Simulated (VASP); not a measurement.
# N (P-1) in VASP: notebook

N is run at these levels: LDA; tasks: single point.

Program: VASP 6.6.1. These are calculated values, not measurements. Logs are shortened: lines on timing, memory, paths and dates and some standing lists are left out, and cuts for length are marked.

## 1. The cell of the first run

The typed cell holds 8 atoms: a = 3.527 Å, b = 3.527 Å, c = 16.861 Å, α = 91.00°, β = 89.00°, γ = 60.00°.

## 2. Single point, LDA (the part above a cut slid along it)

INCAR

```
PREC = Accurate
ENCUT = 520
EDIFF = 1E-6
ISMEAR = 0
SIGMA = 0.05
LREAL = False
LASPH = True
NELM = 80
ALGO = Normal
ISIF = 2
LWAVE = False
LCHARG = False
NBANDS = 30
```

KPOINTS

```
Automatic mesh
0
Gamma
  7 7 2
```

POSCAR

```
N
1.0
   -3.5269202438      0.0000000000      0.0000000000
   -1.7634601219     -3.0544025283      0.0000000000
   -0.2939100203      0.5090670880     16.8505029787
N
8
Direct
    0.2097839108      0.4568827558      0.7412965349
    0.2772918016      0.3893748650      0.3362491902
    0.2206051380      0.4460615286      0.6763691717
    0.2881130288      0.3785536378      0.2713218270
    0.6443790804      0.6889542530      0.1337255178
    0.5768711896      0.7564621438      0.5387728626
    0.6552003076      0.6781330258      0.0687981546
    0.5876924168      0.7456409166      0.4738454993
```

Potentials or basis: VASP PAW LDA potentials, release 64 (N).

Started as:

```bash
> cat potpaw_LDA.64/N/POTCAR > POTCAR
> mpirun -np 1 vasp_std > vasp.out
```

OUTCAR:

```text
PREC = Accurate
   ENCUT = 520
   EDIFF = 1E-6
   ISMEAR = 0
   LREAL = False
   LASPH = True
   NELM = 80
   ISIF = 2

 ion  position               nearest neighbor table
   1  0.210  0.457  0.741-   3 1.09
   2  0.277  0.389  0.336-   4 1.09
   3  0.221  0.446  0.676-   1 1.09
   4  0.288  0.379  0.271-   2 1.09
   5  0.644  0.689  0.134-   7 1.09
   6  0.577  0.756  0.539-   8 1.09
   7  0.655  0.678  0.069-   5 1.09
   8  0.588  0.746  0.474-   6 1.09

  LATTYP: Found a base centered monoclinic cell.
 ALAT       =     3.5269202438
 B/A-ratio  =     1.7320508076
 C/A-ratio  =     4.7805880418
 COS(beta)  =    -0.0348632146

  Lattice vectors:

 A1 = (  -1.7634601219,  -3.0544025283,   0.0000000000)
 A2 = (   3.5269202438,   0.0000000000,   0.0000000000)
 A3 = (  -0.2939100203,   0.5090670880,  16.8505029787)

Analysis of symmetry for initial positions (statically):
=====================================================================
 Subroutine PRICEL returns:
 Original cell was already a primitive cell.

 Routine SETGRP: Setting up the symmetry group for a
 base centered monoclinic supercell.

 Subroutine GETGRP returns: Found  2 space group operations
 (whereof  1 operations were pure point group operations)
 out of a pool of  4 trial point group operations.

The static configuration has the point symmetry C_1 .
 The point group associated with its full space group is S_2 .

Analysis of symmetry for dynamics (positions and initial velocities):
=====================================================================
 Subroutine PRICEL returns:
 Original cell was already a primitive cell.

 Routine SETGRP: Setting up the symmetry group for a
 base centered monoclinic supercell.

 Subroutine GETGRP returns: Found  2 space group operations
 (whereof  1 operations were pure point group operations)
 out of a pool of  4 trial point group operations.

The dynamic configuration has the point symmetry C_1 .
 The point group associated with its full space group is S_2 .

 Subroutine INISYM returns: Found  2 space group operations
 (whereof  1 operations are pure point group operations),
 and found     1 'primitive' translations

----------------------------------------------------------------------------------------

                                     Primitive cell

  volume of cell :     181.5243

  direct lattice vectors                    reciprocal lattice vectors
    -3.526920244  0.000000000  0.000000000    -0.283533488  0.163698136 -0.009890902
    -1.763460122 -3.054402528  0.000000000     0.000000000 -0.327396272  0.009890902
    -0.293910020  0.509067088 16.850502979     0.000000000  0.000000000  0.059345410

  length of vectors
     3.526920244  3.526920244 16.860752742     0.327545644  0.327545644  0.059345410

  position of ions in fractional coordinates (direct lattice)
     0.209783911  0.456882756  0.741296535
     0.277291802  0.389374865  0.336249190
     0.220605138  0.446061529  0.676369172
     0.288113029  0.378553638  0.271321827
     0.644379080  0.688954253  0.133725518
     0.576871190  0.756462144  0.538772863
     0.655200308  0.678133026  0.068798155
     0.587692417  0.745640917  0.473845499

  ion indices of the primitive-cell ions
   primitive index   ion index
                 1           1
                 2           2
                 3           3
                 4           4
                 5           5
                 6           6
                 7           7
                 8           8

----------------------------------------------------------------------------------------

 KPOINTS: Automatic mesh

Automatic generation of k-mesh.
 Grid dimensions read from file:
 generate k-points for:    7    7    2

 Generating k-lattice:

  Cartesian coordinates                     Fractional coordinates (reciprocal lattice)
    -0.040504784  0.023385448 -0.001412986     0.142857143  0.000000000  0.000000000
     0.000000000 -0.046770896  0.001412986     0.000000000  0.142857143 -0.000000000
     0.000000000  0.000000000  0.029672705     0.000000000  0.000000000  0.500000000

  Length of vectors
     0.046792235  0.046792235  0.029672705

  Shift w.r.t. Gamma in fractional coordinates (k-lattice)
     0.000000000  0.000000000  0.000000000

 Subroutine IBZKPT returns following result:
 ===========================================

 Found     50 irreducible k-points:

 Following reciprocal coordinates:
            Coordinates               Weight
  0.000000  0.000000  0.000000      1.000000
  0.142857  0.000000  0.000000      2.000000
  0.000000  0.142857  0.000000      2.000000
  0.285714  0.000000  0.000000      2.000000
  0.000000  0.285714  0.000000      2.000000
  0.428571 -0.000000  0.000000      2.000000
[... 16 lines left out ...]
 -0.285714  0.285714  0.000000      2.000000
  0.428571  0.428571  0.000000      2.000000
 [... further k-points ...]
   k-points           NKPTS =     50   k-points in BZ     NKDIM =     50   number of bands    NBANDS=     30
   number of dos      NEDOS =    301   number of ions     NIONS =      8
   total plane-waves  NPLWV =  98784
   dimension x,y,z NGX =    28 NGY =   28 NGZ =  126
   dimension x,y,z NGXF=    56 NGYF=   56 NGZF=  252
   ions per type =               8
   NGX,Y,Z   is equivalent  to a cutoff of  13.20, 13.20, 12.42 a.u.
   NGXF,Y,Z  is equivalent  to a cutoff of  26.40, 26.40, 24.85 a.u.
 SYSTEM =  unknown system
   PREC   = accura    normal or accurate (medium, high low for compatibility)
   ISTART =      0    job   : 0-new  1-cont  2-samecut
   ICHARG =      2    charge: 1-file 2-atom 10-const
   ISPIN  =      1    spin polarized calculation?
   LNONCOLLINEAR =      F non collinear calculations
   LSORBIT =      F    spin-orbit coupling
   LASPH  =      T    aspherical Exc in radial PAW
   ENCUT  =  520.0 eV  38.22 Ry    6.18 a.u.   6.56  6.56 31.35*2*pi/ulx,y,z
   NELM   =     80;   NELMIN=  2; NELMDL= -5     # of ELM steps
   EDIFF  = 0.1E-05   stopping-criterion for ELM
   LREAL  =      F    real-space projection
   EDIFFG = 0.1E-04   stopping-criterion for IOM
   NSW    =      0    number of steps for IOM
   IBRION =     -1    ionic relax: 0-MD 1-quasi-New 2-CG
   NFREE  =      0    steps in history (QN), initial steepest desc. (CG)
   ISIF   =      2    stress and relaxation
   ISYM   =      2    0-nonsym 1-usesym 2-fastsym
   POTIM  = 0.5000    time-step for ionic-motion
   TEBEG  =    0.0;   TEEND  =   0.0 temperature during run
   PSTRESS=    0.0 pullay stress
   NELECT =      40.0000    total number of electrons
   NUPDOWN=      -1.0000    fix difference up-down
   EMIN   =  10.00;   EMAX   =-10.00  energy-range for DOS
   EFERMI =   0.00;   METHOD = LEGACY
   ISMEAR =     0;   SIGMA  =   0.05  broadening in eV -4-tet -1-fermi 0-gaus
   EFERMI_NEDOS =   21; number of points for ismear=-14 and -15
   IALGO  =     38    algorithm
   IMIX   =      4    mixing-type and parameters
     AMIX     =   0.40;   BMIX     =  1.00
     AMIX_MAG =   1.60;   BMIX_MAG =  1.00
  volume/ion in A,a.u.               =      22.69       153.12
  Fermi-wavevector in a.u.,A,eV,Ry     =   0.988818  1.868596 13.303259  0.977762
  Thomas-Fermi vector in A             =   2.120373
   LORBIT       =      0    0 simple, 1 ext, 2 COOP (PROOUT), +10 PAW based schemes
   GGA     = CA    functional components
   LHFCALC =     F    Hartree Fock is set to
   AEXX    =    0.0000 exact exchange contribution
   IVDW    =     0    specifies the selected vdW correction
   LEPSILON=     F    determine dielectric tensor
   LRPA    =     F    only Hartree local field effects (RPA)
 non-spin polarized calculation
 Gauss-broadening in eV      SIGMA  =   0.05
  energy-cutoff  :      520.00
  volume of cell :      181.52
 maximum number of plane-waves:      4967
 NGX is ok and might be reduce to    28
   NGX = 13   NGY = 13   NGZ = 63

 number of electron      39.9999995 magnetization

 Free energy of the ion-electron system (eV)
  ---------------------------------------------------
  ext. energy  EPLUGINS =         0.00000000
  ---------------------------------------------------
  free energy    TOTEN  =       -70.28332278 eV

  energy without entropy =      -70.28332278  energy(sigma->0) =      -70.28332278

 E-fermi :  -6.1311     XC(G=0):  -6.7077

 val. band max:       -6.4415513929   @ k =   0.0000   0.1429   0.0000
 cond. band min:       0.1826542800   @ k =   0.1429  -0.4286  -0.0000
 fundamental gap:      6.6242056729
 Fermi energy:        -6.1310564338

 k-point     1 :       0.0000    0.0000    0.0000
  band No.  band energies     occupation
      1     -25.2300      2.00000
      2     -25.2128      2.00000
      3     -25.1953      2.00000
      4     -25.1856      2.00000
      5     -10.8573      2.00000
      6     -10.5496      2.00000
[... 22 lines left out ...]
     29       3.3310      0.00000
     30       4.2971      0.00000

 k-point     2 :       0.1429    0.0000    0.0000
  band No.  band energies     occupation
      1     -25.2119      2.00000
      2     -25.1960      2.00000
      3     -25.1797      2.00000
      4     -25.1712      2.00000
      5     -10.7566      2.00000
      6     -10.4714      2.00000
[... 22 lines left out ...]
     29       3.6625      0.00000
     30       4.6341      0.00000

 k-point     3 :       0.0000    0.1429    0.0000
  band No.  band energies     occupation
      1     -25.2119      2.00000
      2     -25.1959      2.00000
      3     -25.1797      2.00000
      4     -25.1712      2.00000
      5     -10.7566      2.00000
      6     -10.4714      2.00000
[... 682 lines left out ...]
     29       6.0774      0.00000
     30       6.5372      0.00000

 k-point    24 :       0.4286    0.4286    0.0000
  band No.  band energies     occupation
      1     -25.1344      2.00000
      2     -25.1264      2.00000
      3     -25.1176      2.00000
      4     -25.1158      2.00000
      5     -10.2138      2.00000
      6     -10.0965      2.00000
[... 22 lines left out ...]
     29       5.6881      0.00000
     30       6.1264      0.00000

 [... further k-points ...]

------------------------ aborting loop because EDIFF is reached ----------------------------------------

  FORCE on cell =-STRESS in cart. coord.  units (eV):
  Direction    XX          YY          ZZ          XY          YZ          ZX
  --------------------------------------------------------------------------------------
  -------------------------------------------------------------------------------------
  Total       -0.2087592     -0.2087528      6.5206569     -0.0000786     -0.0002225      0.0001001
  in kB       -1.8425594     -1.8425031     57.5528926     -0.0006934     -0.0019642      0.0008833
  external PRESSURE =      17.9559434 kB  Pullay stress =       0.0000000 kB

 VOLUME and BASIS-vectors are now :
 -----------------------------------------------------------------------------
  energy-cutoff  :      520.00
  volume of cell :      181.52
      direct lattice vectors                 reciprocal lattice vectors
    -3.526920244  0.000000000  0.000000000    -0.283533488  0.163698136 -0.009890902
    -1.763460122 -3.054402528  0.000000000     0.000000000 -0.327396272  0.009890902
    -0.293910020  0.509067088 16.850502979     0.000000000  0.000000000  0.059345410

 POSITION                                       TOTAL-FORCE (eV/Angst)
 -----------------------------------------------------------------------------------
     -1.76346     -1.01813     12.49122        -0.000052      0.000000      1.510738
     -1.76346     -1.01813      5.66597        -0.000013     -0.000001      1.532269
     -1.76346     -1.01813     11.39716         0.000001     -0.000006     -1.511512
     -1.76346     -1.01813      4.57191        -0.000015     -0.000020     -1.533657
     -3.52692     -2.03627      2.25334        -0.000001      0.000006      1.511512
     -3.52692     -2.03627      9.07859         0.000015      0.000020      1.533657
     -3.52692     -2.03627      1.15928         0.000052     -0.000000     -1.510738
     -3.52692     -2.03627      7.98453         0.000013      0.000001     -1.532269
 -----------------------------------------------------------------------------------
    total drift:                                0.000000     -0.000004      0.000047

  FREE ENERGIE OF THE ION-ELECTRON SYSTEM (eV)
  ---------------------------------------------------
  free  energy   TOTEN  =       -70.2833227820 eV

  energy  without entropy=      -70.2833227820  energy(sigma->0) =      -70.28332278
```

Run time: 5.8 min. Hardware: 1 thread of Intel Xeon Platinum 8488C (Sapphire Rapids), shared host; peak memory 0.34 GiB.

What came out:

- Free energy: -70.2833 eV
- Pressure: 1.8 GPa
- Largest force: 1.534 eV/Å
- Band gap on the k mesh: 6.62 eV (least direct gap 6.78 eV)

Forces in eV/Å, atoms in the order of the input:
```
N    0.000  0.000  1.511
N    0.000  0.000  1.532
N    0.000  0.000 -1.512
N    0.000  0.000 -1.534
N    0.000  0.000  1.512
N    0.000  0.000  1.534
N    0.000  0.000 -1.511
N    0.000  0.000 -1.532
```

Levels at points of the mesh, in eV from the valence-band top:
```tsv
k point	band 16	band 17	band 18	band 19	band 20	band 21	band 22	band 23	band 24	band 25
(0.00, 0.00, 0.00)	-1.70	-1.62	-1.04	-0.45	-0.01	8.04	8.04	8.18	8.18	8.34
(0.00, 0.00, 0.50)	-1.70	-1.62	-1.04	-0.44	-0.01	8.04	8.04	8.18	8.18	8.34
```

Caveat: the cell differs from its parent crystal (the part above a cut slid along it); the standard files for N, O and F lose accuracy on very short bonds; the stress differs along the axes, from -0 to 6 GPa; forces of over 1 eV/Å act on the atoms, so gaps and moduli don't describe the material at rest.

## 3. Single point, LDA (the part above a cut slid along it)

INCAR

```
SYSTEM = N
ALGO = Normal
EDIFF = 1E-7
ENCUT = 520
ISIF = 2
ISMEAR = 0
LASPH = .True.
LCHARG = .False.
LREAL = .False.
LWAVE = .False.
NBANDS = 30
NELM = 100
PREC = Accurate
SIGMA = 0.05
```

KPOINTS

```
k-points
0
Gamma
  7 7 2
  0 0 0
```

POSCAR

```
N
1.0
   -3.5269202438      0.0000000000      0.0000000000
   -1.7634601219     -3.0544025283      0.0000000000
   -0.5878200406      1.0181341761     16.8505029787
N
8
Direct
    0.0862344884      0.5804321783      0.7412965349
    0.2212502699      0.4454163967      0.3362491902
    0.1078769428      0.5587897239      0.6763691717
    0.2428927243      0.4237739423      0.2713218270
    0.6220914941      0.7112418393      0.1337255178
    0.4870757125      0.8462576209      0.5387728626
    0.6437339485      0.6895993849      0.0687981546
    0.5087181669      0.8246151664      0.4738454993
```

Potentials or basis: VASP PAW LDA potentials, release 64 (N).

Started as:

```bash
> cat potpaw_LDA.64/N/POTCAR > POTCAR
> mpirun -np 1 vasp_std > vasp.out
```

Wall time 5.9 min (1 thread of Intel Xeon Platinum 8488C (Sapphire Rapids), shared host); peak memory 0.34 GiB.

The run converged. Its results:

```
Free energy            : -70.2833 eV
Pressure               : 1.8 GPa
Largest force          : 1.533 eV/Å
Band gap on the k mesh : 6.62 eV (least direct gap 6.78 eV)
```

Forces on the atoms (eV/Å):
```
N    0.000  0.000  1.511
N    0.000  0.000  1.532
N    0.000  0.000 -1.511
N    0.000  0.000 -1.533
N    0.000  0.000  1.511
N    0.000  0.000  1.533
N    0.000  0.000 -1.511
N    0.000  0.000 -1.532
```

Stress tensor (GPa, compression positive):
```
-0.18  0.00  0.00
 0.00 -0.18  0.00
 0.00  0.00  5.76
```

Levels at points of the mesh, in eV from the valence-band top:
| k point | band 16 | band 17 | band 18 | band 19 | band 20 | band 21 | band 22 | band 23 | band 24 | band 25 |
| --- | --- | --- | --- | --- | --- | --- | --- | --- | --- | --- |
| (0.00, 0.00, 0.00) | -1.70 | -1.62 | -1.04 | -0.45 | -0.01 | 8.04 | 8.04 | 8.18 | 8.18 | 8.34 |
| (0.00, 0.00, 0.50) | -1.70 | -1.62 | -1.04 | -0.44 | -0.01 | 8.04 | 8.04 | 8.18 | 8.18 | 8.34 |

Caveat: the cell differs from its parent crystal (the part above a cut slid along it); the standard files for N, O and F lose accuracy on very short bonds; the stress differs along the axes, from -0 to 6 GPa; forces of over 1 eV/Å act on the atoms, so gaps and moduli don't describe the material at rest. A k mesh can miss the band edges.

(Continued in part 2 of 2.)
